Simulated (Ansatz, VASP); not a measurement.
Two plane-wave programs on ZnSnN2

```
Zn Sn N
1.0
     3.92831    0.00000    0.00000
    -1.96415    3.40201    0.00000
     0.00000    0.00000    5.79225
Zn Sn N
1 1 2
Direct
  0.00000 0.00000 0.50000
  0.00000 0.00000 0.00000
  0.33333 0.66667 0.00000
  0.66667 0.33333 0.00000
```

Alike in both runs: functional PBE; k mesh 6 × 6 × 4; occupations gaussian, width 0.1 eV; no spin polarisation.

Ansatz relaxed the structure, and its values are those at the end. VASP's run is a single point on that final structure, the one shown.

|  | VASP | Ansatz |
| --- | --- | --- |
| version | VASP 6.6.1 | Ansatz 0.2.0 |
| potentials or method | VASP PAW PBE potentials, release 64 (Zn, Sn_d, N), cutoff 520 eV | scalar-relativistic, plane waves, PAW |
| valence electrons in the cell | 36 | 36 |

|  | VASP | Ansatz | Ansatz less VASP |
| --- | --- | --- | --- |
| gap on the k mesh at the Fermi level (eV) | none | none | - |
| pressure (GPa) | 0.1 | 0.1 | -0.06 |

A gap of «none» marks a metal or a gap that the smearing closes. With one functional, cell and mesh, what is left measures potentials, basis and numerics.
